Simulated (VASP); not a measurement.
Write the native input for VASP 6.6.1 that does the following.

```yaml
Task: relaxation of cell and atoms
Functional: PBE
Potentials_or_basis: VASP PAW PBE potentials, release 64 (Li_sv, F)
Cutoff: 600 eV
k_mesh: 10 × 10 × 10
Occupations: gaussian, width 0.02 eV
Spin: no spin polarisation
Dipole_correction: no
Further_INCAR_settings: ALGO = Normal; EDIFF = 1e-06; IBRION = 2; EDIFFG = -0.01; NSW = 100; ISIF = 3
```

The structure of LiF lies in POSCAR:

```
LiF
1.0
    0.0000000000      2.0339978206      2.0339978206
    2.0339978206      0.0000000000      2.0339978206
    2.0339978206      2.0339978206      0.0000000000
Li F
1 1
Direct
    0.5000000000      0.5000000000      0.5000000000
    0.0000000000      0.0000000000      0.0000000000
```

These files were run (other wordings do the same):

INCAR

```
PREC     = Accurate       # precision mode
ENCUT    = 600            # plane-wave cutoff, eV
EDIFF    = 1E-6           # SCF threshold, eV
ISMEAR   = 0              # smearing method
SIGMA    = 0.02           # smearing width, eV
LREAL    = F              # projectors in reciprocal space
LASPH    = T              # aspherical terms in the spheres
NELM     = 60             # most SCF steps
ALGO     = Normal         # electronic algorithm
ISIF     = 3              # what is computed and relaxed
LWAVE    = F              # write WAVECAR
LCHARG   = F              # write CHGCAR
GGA      = PE             # functional
IBRION   = 2              # ionic algorithm
NSW      = 100            # ionic steps
EDIFFG   = -0.01          # ionic threshold
```

KPOINTS

```
regular mesh
0
Gamma
  10 10 10
```

Potentials or basis: VASP PAW PBE potentials, release 64 (Li_sv, F).

The run is started by

```bash
$ cat potpaw_PBE.64/Li_sv/POTCAR potpaw_PBE.64/F/POTCAR > POTCAR
$ mpirun -np 1 vasp_std > vasp.out
```

It gave:

- Relaxed volume: 8.32 Å³/atom
- Relaxed cell: a = 2.865 Å, b = 2.865 Å, c = 2.865 Å, α = 60.00°, β = 60.00°, γ = 60.00°
- Space group after relaxing (to 0.1 Å): Fm-3m (No. 225)
- Energy gained by relaxing: 0.2 meV/atom
- Ionic steps: 3
- Pressure after relaxing: 0.0 GPa
- Band gap on the k mesh: 8.93 eV

Caveat: the cutoff is under 1.25 times the usual one of these potentials, so pressure, stress and relaxed cells hold a basis-set (Pulay) error.

Run time: 6.1 s on 1 thread of Intel(R) Xeon(R) 6975P-C (Granite Rapids), on a shared host, peak memory 0.13 GiB.
